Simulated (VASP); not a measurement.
Here is a VASP 6.6.1 calculation.

INCAR

```
SYSTEM = SiO2
ALGO     = Normal         ! electronic algorithm
EDIFF    = 1E-7           ! SCF threshold, eV
ENCUT    = 520            ! plane-wave cutoff, eV
ISIF     = 2              ! what is computed and relaxed
ISMEAR   = 0              ! smearing method
LASPH    = .True.         ! aspherical terms in the spheres
LCHARG   = .True.         ! write CHGCAR
LELF     = .True.         ! ELF
LREAL    = .False.        ! projectors in reciprocal space
LVHAR    = .True.       
LWAVE    = .False.        ! write WAVECAR
NBANDS   = 25             ! bands
NELM     = 60             ! most SCF steps
PREC     = Accurate       ! precision mode
SIGMA    = 0.05           ! smearing width, eV
```

File KPOINTS:

```
k-points
0
Gamma
  6 6 10
  0 0 0
```

File POSCAR:

```
SiO2
1.0
    4.3547177817      0.0000000000      0.0000000000
    0.0000000000      4.3547177817      0.0000000000
    0.0000000000      0.0000000000      2.5004789502
Si O
2 4
Direct
    0.5000000000      0.5000000000      0.5000000000
    0.0000000000      0.0000000000      0.0000000000
    0.6944252994      0.6944252994      0.0000000000
    0.1944252994      0.8055747006      0.5000000000
    0.3055747006      0.3055747006      0.0000000000
    0.8055747006      0.1944252994      0.5000000000
```

Potentials or basis: VASP PAW LDA potentials, release 64 (Si, O).

Command:

```bash
$ cat potpaw_LDA.64/Si/POTCAR potpaw_LDA.64/O/POTCAR > POTCAR
$ mpirun -np 1 vasp_std > vasp.out
```

Predict the largest force.

0.917 eV/Å.

What does it give for the band gap on the k mesh?

5.42 eV.

Forces in eV/Å, atoms in the order of the input:
```
Si   0.000  0.000  0.000
Si   0.000  0.000  0.000
O   -0.649 -0.649  0.000
O   -0.649  0.649  0.000
O    0.649  0.649  0.000
O    0.649 -0.649  0.000
```

A k mesh can miss the band edges.
